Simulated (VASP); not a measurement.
Here is a VASP 6.6.1 calculation.

File INCAR:

```
SYSTEM = Ga2O3
  PREC = Accurate
  ENCUT = 520
  EDIFF = 1E-7
  ISMEAR = 0
  SIGMA = 0.05
  LREAL = .FALSE.
  LASPH = .TRUE.
  NELM = 80
  ALGO = Normal
  ISIF = 2
  LWAVE = .FALSE.
  LCHARG = .FALSE.
  GGA = PE
  NBANDS = 55
```

KPOINTS

```
Automatic mesh
0
G
  6 6 6
  0 0 0
```

The input POSCAR:

```
Ga2O3
1.0
    2.4655064421      1.4234608080      4.3139834531
   -2.4655064421      1.4234608080      4.3139834531
    0.0000000000     -2.8469216161      4.3139834531
Ga O
4 6
Direct
    0.3558687539      0.3558687539      0.3558687539
    0.1441312461      0.1441312461      0.1441312461
    0.6441312461      0.6441312461      0.6441312461
    0.8558687539      0.8558687539      0.8558687539
    0.5531733332      0.9468266668      0.2500000000
    0.2500000000      0.5531733332      0.9468266668
    0.9468266668      0.2500000000      0.5531733332
    0.4468266668      0.0531733332      0.7500000000
    0.7500000000      0.4468266668      0.0531733332
    0.0531733332      0.7500000000      0.4468266668
```

Potentials or basis: VASP PAW PBE potentials, release 64 (Ga_d, O).

Command:

```bash
$ cat potpaw_PBE.64/Ga_d/POTCAR potpaw_PBE.64/O/POTCAR > POTCAR
$ mpirun -np 1 vasp_std > vasp.out
```

Q: Estimate the band gap on the k mesh.

A: 3.44 eV (least direct gap 3.70 eV).

Q: Estimate the pressure.

A: 26.3 GPa.

Stress tensor (GPa, compression positive):
```
24.86  0.00  0.00
 0.00 24.86  0.00
 0.00  0.00 29.22
```

Caveat: the cell differs from its parent crystal (strain -0.025 along x and y, -0.050 along z); the cell stands under pressure. A k mesh can miss the band edges.
